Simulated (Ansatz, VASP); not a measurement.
Be4Se3: VASP beside Ansatz

```
Be Se
1.0
     4.70384    0.00000    0.00000
     0.00000    4.70384    0.00000
     0.00000    0.00000    4.70384
Be Se
4 3
Direct
  0.00000 0.50000 0.50000
  0.50000 0.00000 0.50000
  0.50000 0.50000 0.00000
  0.50000 0.50000 0.50000
  0.50000 0.00000 0.00000
  0.00000 0.50000 0.00000
  0.00000 0.00000 0.50000
```

Alike in both runs: functional PBE; k mesh 3 × 3 × 3; occupations gaussian, width 0.2 eV; no spin polarisation.

Ansatz relaxed the structure, and its values are those at the end. VASP's run is a single point on that final structure, the one shown.

|  | VASP | Ansatz |
| --- | --- | --- |
| version | VASP 6.6.1 | Ansatz 0.2.0 |
| potentials or method | VASP PAW PBE potentials, release 64 (Be, Se), cutoff 520 eV | scalar-relativistic, plane waves, PAW |
| valence electrons in the cell | 26 | 56 |

|  | VASP | Ansatz | Ansatz less VASP |
| --- | --- | --- | --- |
| gap on the k mesh at the Fermi level (eV) | none | none | - |
| pressure (GPa) | -0.2 | -0.3 | -0.09 |

A gap of «none» marks a metal or a gap that the smearing closes. VASP's potentials hold 26 valence electrons a cell and Ansatz's 56, so a difference there can come from the potentials and not from the codes.

The k mesh is coarse, so the values compare programs but aren't converged.
